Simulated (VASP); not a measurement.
# BaTiO3 (R3m) in VASP: settings compared

BaTiO3 is run at these levels: PBE, PBEsol; tasks: single point, relaxation of cell and atoms.

Everything below comes from runs of VASP 6.6.1. Logs are shortened: lines on timing, memory, paths and dates and some standing lists are left out, and cuts for length are marked.

### Step 1. The cell of the first run

It takes space group R3m (No. 160, trigonal). Conventional cell: a = 5.726 Å, b = 5.726 Å, c = 7.069 Å, α = 90.00°, β = 90.00°, γ = 120.00°. Within 3.7 Å of Ba (site symmetry 3m) lie 12 O at 2.78 to 2.98 Å and 8 Ti at 3.43 to 3.64 Å. Within 2.5 Å of Ti (site symmetry 3m) lie 6 O at 1.87 to 2.21 Å. Within 2.5 Å of O (site symmetry m) lie 2 Ti at 1.87 to 2.21 Å.

### Step 2. Single point, PBE

Contents of INCAR:

```
SYSTEM = BaTiO3
PREC = Accurate ; ENCUT = 520
EDIFF = 1E-6 ; ISMEAR = -1
SIGMA = 0.02 ; LREAL = .False.
LASPH = .True. ; NELM = 100
ALGO = Normal ; ISIF = 2
LWAVE = .False. ; LCHARG = .False.
GGA = PE ; NBANDS = 28
```

Contents of KPOINTS:

```
Automatic mesh
0
Gamma
  6 6 6
  0 0 0
```

Contents of POSCAR:

```
BaTiO3
1.0
    2.8631849316      1.6530605910      2.3562885169
   -2.8631849316      1.6530605910      2.3562885169
    0.0000000000     -3.3061211820      2.3562885168
Ba Ti O
1 1 3
Direct
    0.0034746476      0.0034746476      0.0034746476
    0.5177065348      0.5177065348      0.5177065348
    0.4868572192      0.9762053792      0.4868572192
    0.4868572192      0.4868572192      0.9762053792
    0.9762053792      0.4868572192      0.4868572192
```

Potentials or basis: VASP PAW PBE potentials, release 64 (Ba_sv, Ti_sv, O).

Launch:

```sh
$ cat potpaw_PBE.64/Ba_sv/POTCAR potpaw_PBE.64/Ti_sv/POTCAR potpaw_PBE.64/O/POTCAR > POTCAR
$ mpirun -np 1 vasp_std > vasp.out
```

OUTCAR:

```text
SYSTEM = BaTiO3
   PREC = Accurate
   ENCUT = 520
   EDIFF = 1E-6
   ISMEAR = -1
   LREAL = .False.
   LASPH = .True.
   NELM = 100
   ISIF = 2
   GGA = PE

 ion  position               nearest neighbor table
   1  0.003  0.003  0.003-   3 2.78   5 2.78   4 2.78   3 2.87   5 2.87   4 2.87   4 2.87   3 2.87
                             5 2.87   5 2.98   3 2.98   4 2.98   2 3.43   2 3.48   2 3.48   2 3.48
   2  0.518  0.518  0.518-   4 1.87   3 1.87   5 1.87   4 2.21   3 2.21   5 2.21   1 3.43   1 3.48
                             1 3.48   1 3.48   1 3.54   1 3.54   1 3.54   1 3.64
   3  0.487  0.976  0.487-   2 1.87   2 2.21   1 2.78   1 2.87   1 2.87   1 2.98
   4  0.487  0.487  0.976-   2 1.87   2 2.21   1 2.78   1 2.87   1 2.87   1 2.98
   5  0.976  0.487  0.487-   2 1.87   2 2.21   1 2.78   1 2.87   1 2.87   1 2.98

  LATTYP: Found a trigonal (rhomboedric) cell.
 ALAT       =     4.0598685748
 COS(alpha) =     0.0052708489

  Lattice vectors:

 A1 = (   2.8631849316,   1.6530605910,   2.3562885169)
 A2 = (  -2.8631849316,   1.6530605910,   2.3562885169)
 A3 = (   0.0000000000,  -3.3061211820,   2.3562885168)

Analysis of symmetry for initial positions (statically):
=====================================================================
 Subroutine PRICEL returns:
 Original cell was already a primitive cell.

 Routine SETGRP: Setting up the symmetry group for a
 trigonal (rhombohedral) supercell.

 Subroutine GETGRP returns: Found  6 space group operations
 (whereof  6 operations were pure point group operations)
 out of a pool of 12 trial point group operations.

The static configuration has the point symmetry C_3v.

Analysis of symmetry for dynamics (positions and initial velocities):
=====================================================================
 Subroutine PRICEL returns:
 Original cell was already a primitive cell.

 Routine SETGRP: Setting up the symmetry group for a
 trigonal (rhombohedral) supercell.

 Subroutine GETGRP returns: Found  6 space group operations
 (whereof  6 operations were pure point group operations)
 out of a pool of 12 trial point group operations.

The dynamic configuration has the point symmetry C_3v.

 Subroutine INISYM returns: Found  6 space group operations
 (whereof  6 operations are pure point group operations),
 and found     1 'primitive' translations

----------------------------------------------------------------------------------------

                                     Primitive cell

  volume of cell :      66.9141

  direct lattice vectors                    reciprocal lattice vectors
     2.863184932  1.653060591  2.356288517     0.174630704  0.100823084  0.141465415
    -2.863184932  1.653060591  2.356288517    -0.174630704  0.100823084  0.141465415
     0.000000000 -3.306121182  2.356288517     0.000000000 -0.201646168  0.141465415

  length of vectors
     4.059868575  4.059868575  4.059868575     0.246320200  0.246320200  0.246320200

  position of ions in fractional coordinates (direct lattice)
     0.003474648  0.003474648  0.003474648
     0.517706535  0.517706535  0.517706535
     0.486857219  0.976205379  0.486857219
     0.486857219  0.486857219  0.976205379
     0.976205379  0.486857219  0.486857219

  ion indices of the primitive-cell ions
   primitive index   ion index
                 1           1
                 2           2
                 3           3
                 4           4
                 5           5

----------------------------------------------------------------------------------------

 KPOINTS: Automatic mesh

Automatic generation of k-mesh.
 Grid dimensions read from file:
 generate k-points for:    6    6    6

 Generating k-lattice:

  Cartesian coordinates                     Fractional coordinates (reciprocal lattice)
     0.029105117  0.016803847  0.023577569     0.166666667  0.000000000  0.000000000
    -0.029105117  0.016803847  0.023577569     0.000000000  0.166666667  0.000000000
     0.000000000 -0.033607695  0.023577569     0.000000000  0.000000000  0.166666667

  Length of vectors
     0.041053367  0.041053367  0.041053367

  Shift w.r.t. Gamma in fractional coordinates (k-lattice)
     0.000000000  0.000000000  0.000000000

 Subroutine IBZKPT returns following result:
 ===========================================

 Found     32 irreducible k-points:

 Following reciprocal coordinates:
            Coordinates               Weight
  0.000000  0.000000  0.000000      1.000000
  0.166667  0.000000 -0.000000      6.000000
  0.333333  0.000000 -0.000000      6.000000
  0.500000  0.000000 -0.000000      3.000000
  0.166667  0.166667 -0.000000      6.000000
  0.333333  0.166667  0.000000     12.000000
[... 16 lines left out ...]
  0.500000  0.500000  0.166667      6.000000
 -0.333333  0.500000  0.166667     12.000000
 [... further k-points ...]
   k-points           NKPTS =     32   k-points in BZ     NKDIM =     32   number of bands    NBANDS=     28
   number of dos      NEDOS =    301   number of ions     NIONS =      5
   total plane-waves  NPLWV =  27000
   dimension x,y,z NGX =    30 NGY =   30 NGZ =   30
   dimension x,y,z NGXF=    60 NGYF=   60 NGZF=   60
   ions per type =               1   1   3
   NGX,Y,Z   is equivalent  to a cutoff of  12.28, 12.28, 12.28 a.u.
   NGXF,Y,Z  is equivalent  to a cutoff of  24.57, 24.57, 24.57 a.u.
 SYSTEM =  BaTiO3
   PREC   = accura    normal or accurate (medium, high low for compatibility)
   ISTART =      0    job   : 0-new  1-cont  2-samecut
   ICHARG =      2    charge: 1-file 2-atom 10-const
   ISPIN  =      1    spin polarized calculation?
   LNONCOLLINEAR =      F non collinear calculations
   LSORBIT =      F    spin-orbit coupling
   LASPH  =      T    aspherical Exc in radial PAW
   ENCUT  =  520.0 eV  38.22 Ry    6.18 a.u.   7.55  7.55  7.55*2*pi/ulx,y,z
   NELM   =    100;   NELMIN=  2; NELMDL= -5     # of ELM steps
   EDIFF  = 0.1E-05   stopping-criterion for ELM
   LREAL  =      F    real-space projection
   EDIFFG = 0.1E-04   stopping-criterion for IOM
   NSW    =      0    number of steps for IOM
   IBRION =     -1    ionic relax: 0-MD 1-quasi-New 2-CG
   NFREE  =      0    steps in history (QN), initial steepest desc. (CG)
   ISIF   =      2    stress and relaxation
   ISYM   =      2    0-nonsym 1-usesym 2-fastsym
   POTIM  = 0.5000    time-step for ionic-motion
   TEBEG  =    0.0;   TEEND  =   0.0 temperature during run
   PSTRESS=    0.0 pullay stress
   NELECT =      40.0000    total number of electrons
   NUPDOWN=      -1.0000    fix difference up-down
   EMIN   =  10.00;   EMAX   =-10.00  energy-range for DOS
   EFERMI =   0.00;   METHOD = LEGACY
   ISMEAR =    -1;   SIGMA  =   0.02  broadening in eV -4-tet -1-fermi 0-gaus
   EFERMI_NEDOS =   21; number of points for ismear=-14 and -15
   IALGO  =     38    algorithm
   IMIX   =      4    mixing-type and parameters
     AMIX     =   0.40;   BMIX     =  1.00
     AMIX_MAG =   1.60;   BMIX_MAG =  1.00
  volume/ion in A,a.u.               =      13.38        90.31
  Fermi-wavevector in a.u.,A,eV,Ry     =   1.379078  2.606080 25.876328  1.901856
  Thomas-Fermi vector in A             =   2.504081
   LORBIT       =      0    0 simple, 1 ext, 2 COOP (PROOUT), +10 PAW based schemes
   GGA     = PE    functional components
   LHFCALC =     F    Hartree Fock is set to
   AEXX    =    0.0000 exact exchange contribution
   IVDW    =     0    specifies the selected vdW correction
   LEPSILON=     F    determine dielectric tensor
   LRPA    =     F    only Hartree local field effects (RPA)
 non-spin polarized calculation
  energy-cutoff  :      520.00
  volume of cell :       66.91
 maximum number of plane-waves:      1820
   NGX = 15   NGY = 15   NGZ = 15

 number of electron      40.0000008 magnetization

 Free energy of the ion-electron system (eV)
  ---------------------------------------------------
  ext. energy  EPLUGINS =         0.00000000
  ---------------------------------------------------
  free energy    TOTEN  =       -40.05482437 eV

  energy without entropy =      -40.05482437  energy(sigma->0) =      -40.05482437

 E-fermi :   3.9411     XC(G=0): -11.0074

 val. band max:        3.4281897968   @ k =   0.5000   0.5000   0.5000
 cond. band min:       6.0144004783   @ k =   0.0000   0.0000   0.0000
 fundamental gap:      2.5862106815
 Fermi energy:         3.9410798157

 k-point     1 :       0.0000    0.0000    0.0000
  band No.  band energies     occupation
      1     -52.8620      2.00000
      2     -29.1178      2.00000
      3     -29.1157      2.00000
      4     -29.1157      2.00000
      5     -21.4694      2.00000
      6     -13.2781      2.00000
[... 20 lines left out ...]
     27       8.4917      0.00000
     28      10.3413      0.00000

 k-point     2 :       0.1667    0.0000   -0.0000
  band No.  band energies     occupation
      1     -52.8618      2.00000
      2     -29.1275      2.00000
      3     -29.1166      2.00000
      4     -29.1153      2.00000
      5     -21.4463      2.00000
      6     -13.2882      2.00000
[... 20 lines left out ...]
     27       8.9815      0.00000
     28      10.9811      0.00000

 k-point     3 :       0.3333    0.0000   -0.0000
  band No.  band energies     occupation
      1     -52.8613      2.00000
      2     -29.1491      2.00000
      3     -29.1158      2.00000
      4     -29.1145      2.00000
      5     -21.3992      2.00000
      6     -13.3752      2.00000
[... 20 lines left out ...]
     27      10.1171      0.00000
     28      11.6129      0.00000

 k-point     4 :       0.5000    0.0000   -0.0000
  band No.  band energies     occupation
      1     -52.8611      2.00000
      2     -29.1598      2.00000
      3     -29.1154      2.00000
      4     -29.1140      2.00000
      5     -21.3753      2.00000
      6     -13.4393      2.00000
[... 20 lines left out ...]
     27      10.8158      0.00000
     28      11.5462      0.00000

 k-point     5 :       0.1667    0.1667   -0.0000
  band No.  band energies     occupation
      1     -52.8616      2.00000
      2     -29.1279      2.00000
      3     -29.1259      2.00000
      4     -29.1154      2.00000
      5     -21.4253      2.00000
      6     -13.2633      2.00000
[... 20 lines left out ...]
     27       9.4722      0.00000
     28      11.2648      0.00000

 k-point     6 :       0.3333    0.1667    0.0000
  band No.  band energies     occupation
      1     -52.8611      2.00000
      2     -29.1484      2.00000
      3     -29.1259      2.00000
      4     -29.1147      2.00000
      5     -21.3822      2.00000
      6     -13.2862      2.00000
[... 463 lines left out ...]
      5     -21.3314      2.00000
      6     -13.0298      2.00000
[... 20 lines left out ...]
     27      11.3525      0.00000
     28      11.6854      0.00000

 k-point    22 :      -0.1667    0.3333    0.1667
  band No.  band energies     occupation
      1     -52.8609      2.00000
      2     -29.1479      2.00000
      3     -29.1265      2.00000
      4     -29.1242      2.00000
      5     -21.3651      2.00000
      6     -13.1958      2.00000
[... 20 lines left out ...]
     27      10.7641      0.00000
     28      11.6350      0.00000

 k-point    23 :       0.5000    0.5000    0.1667
  band No.  band energies     occupation
      1     -52.8601      2.00000
      2     -29.1571      2.00000
      3     -29.1559      2.00000
      4     -29.1236      2.00000
      5     -21.2994      2.00000
      6     -12.8003      2.00000
[... 20 lines left out ...]
     27      11.7387      0.00000
     28      12.0507      0.00000

 k-point    24 :      -0.3333    0.5000    0.1667
  band No.  band energies     occupation
      1     -52.8603      2.00000
      2     -29.1572      2.00000
      3     -29.1460      2.00000
      4     -29.1240      2.00000
      5     -21.3146      2.00000
      6     -12.9610      2.00000
[... 20 lines left out ...]
     27      11.4028      0.00000
     28      11.8597      0.00000

 [... further k-points ...]
[... 5 lines left out ...]
  --------------------------------------------------------------------------------------
  -------------------------------------------------------------------------------------
  Total        0.6793784      0.6793784      0.6448759      0.0000000      0.0000000      0.0000000
  in kB       16.2668853     16.2668853     15.4407668      0.0000000      0.0000000      0.0000000
  external PRESSURE =      15.9915125 kB  Pullay stress =       0.0000000 kB

 VOLUME and BASIS-vectors are now :
 -----------------------------------------------------------------------------
  energy-cutoff  :      520.00
  volume of cell :       66.91
      direct lattice vectors                 reciprocal lattice vectors
     2.863184932  1.653060591  2.356288517     0.174630704  0.100823084  0.141465415
    -2.863184932  1.653060591  2.356288517    -0.174630704  0.100823084  0.141465415
     0.000000000 -3.306121182  2.356288517     0.000000000 -0.201646168  0.141465415

 POSITION                                       TOTAL-FORCE (eV/Angst)
 -----------------------------------------------------------------------------------
      0.00000      0.00000      0.02456         0.000000     -0.000000     -0.045072
      0.00000      0.00000      3.65960         0.000000     -0.000000     -0.091191
     -1.40109      0.80892      4.59457        -0.030178      0.017423      0.045421
      0.00000     -1.61784      4.59457         0.000000     -0.034846      0.045421
      1.40109      0.80892      4.59457         0.030178      0.017423      0.045421
 -----------------------------------------------------------------------------------
    total drift:                               -0.000000     -0.000005      0.000335

  FREE ENERGIE OF THE ION-ELECTRON SYSTEM (eV)
  ---------------------------------------------------
  free  energy   TOTEN  =       -40.0548243694 eV

  energy  without entropy=      -40.0548243694  energy(sigma->0) =      -40.05482437
```

It took 2.3 min on 1 thread of Intel Xeon 8259CL, shared host; peak memory 0.21 GiB.

Results:

```yaml
Free_energy: -40.0548 eV
Pressure: 1.6 GPa
Largest_force: 0.091 eV/Å
Band_gap_on_the_k_mesh: 2.59 eV, indirect (least direct gap 3.13 eV)
```

Forces on the atoms (eV/Å):
```
Ba   0.000  0.000 -0.045
Ti   0.000  0.000 -0.091
O   -0.030  0.017  0.045
O    0.000 -0.035  0.045
O    0.030  0.017  0.045
```

Caveat: spin-orbit coupling is left out, which moves the levels of the heavy elements. A k mesh can miss the band edges.

### Step 3. Relaxation of cell and atoms, PBEsol

Contents of INCAR:

```
SYSTEM = BaTiO3
  PREC = Accurate
  ENCUT = 600
  EDIFF = 1E-6
  ISMEAR = -1
  SIGMA = 0.02
  LREAL = .False.
  LASPH = .True.
  NELM = 60
  ALGO = Normal
  ISIF = 3
  LWAVE = .False.
  LCHARG = .False.
  GGA = PS
  IBRION = 2
  NSW = 80
  EDIFFG = -0.005
```

KPOINTS is that of step 2.

POSCAR is that of step 2.

Potentials or basis: VASP PAW PBE potentials, release 64 (Ba_sv, Ti_sv, O).

Launch:

```sh
$ cat potpaw_PBE.64/Ba_sv/POTCAR potpaw_PBE.64/Ti_sv/POTCAR potpaw_PBE.64/O/POTCAR > POTCAR
$ mpirun -np 1 vasp_std > vasp.out
```

Wall time 9.5 min (1 thread of Intel Xeon 8259CL, shared host); peak memory 0.24 GiB.

It converged, with:

```
Free energy                            : -42.0205 eV
Relaxed volume                         : 12.84 Å³/atom
Relaxed cell                           : a = 4.004 Å, b = 4.004 Å, c = 4.004 Å, α = 89.86°, β = 89.86°, γ = 89.86°
Space group after relaxing (to 0.05 Å) : R3m (No. 160)
Energy gained by relaxing              : 7.7 meV/atom
Ionic steps                            : 20
Pressure after relaxing                : 0.0 GPa
Largest force after relaxing           : 0.004 eV/Å
Band gap on the k mesh                 : 2.28 eV, indirect (least direct gap 2.66 eV)
```

Forces on the atoms (eV/Å):
```
Ba   0.000  0.000  0.001
Ti   0.000  0.000 -0.004
O   -0.002  0.001  0.001
O    0.000 -0.003  0.001
O    0.002  0.001  0.001
```

The path:
```
step  energy change (eV)  largest force (eV/Å)  pressure (GPa)  volume (Å³)
   1              0.0000                0.0405           -4.34        66.91
   2             -0.0003                0.7010            4.64        63.46
   3             -0.0247                0.3408           -0.07        65.15
   4             -0.0336                0.1777            0.01        64.68
   5             -0.0364                0.1160            0.33        64.14
   6             -0.0364                0.1116            0.32        64.20
   7             -0.0376                0.0731           -0.38        64.41
   8             -0.0377                0.0664           -0.48        64.45
   9             -0.0385                0.0312           -0.13        64.30
  10             -0.0385                0.0224           -0.05        64.26
  11             -0.0385                0.0266            0.01        64.24
  12             -0.0385                0.0238            0.01        64.25
  13             -0.0386                0.0160           -0.01        64.23
  14             -0.0387                0.0090           -0.01        64.21
  15             -0.0387                0.0075            0.01        64.21
  16             -0.0386                0.0118            0.01        64.22
  17             -0.0387                0.0092            0.01        64.22
  18             -0.0387                0.0088           -0.01        64.22
  19             -0.0387                0.0082           -0.01        64.21
  20             -0.0387                0.0044            0.00        64.21
```

Final structure:
```xyz
5
Lattice="2.8282 1.6328 2.3174 -2.8282 1.6328 2.3174 0.0000 -3.2657 2.3174" Properties=species:S:1:pos:R:3 pbc="T T T"
Ba    0.0000    0.0000    0.0010
Ti    0.0000    0.0000    3.5614
O    -1.3934    0.8045    4.5390
O     0.0000   -1.6090    4.5390
O     1.3934    0.8045    4.5390
```

Levels at points of the mesh, in eV from the valence-band top:
```csv
k point,band 16,band 17,band 18,band 19,band 20,band 21,band 22,band 23,band 24
"(0.00, 0.00, 0.00)",-1.31,-1.09,-0.51,-0.38,-0.38,2.28,2.28,2.42,4.45
"(0.50, 0.00, 0.00)",-2.10,-1.75,-1.66,-0.95,-0.83,2.46,3.74,3.84,4.42
"(0.50, 0.50, 0.00)",-2.75,-1.65,-0.90,-0.85,-0.09,3.82,3.82,4.16,5.03
"(0.50, 0.50, 0.50)",-2.40,-2.36,-0.02,-0.02,0.00,4.31,4.45,4.45,6.54
```

Caveat: the PAW data sets were made with another functional, which shifts forces and pressure a little; spin-orbit coupling is left out, which moves the levels of the heavy elements.
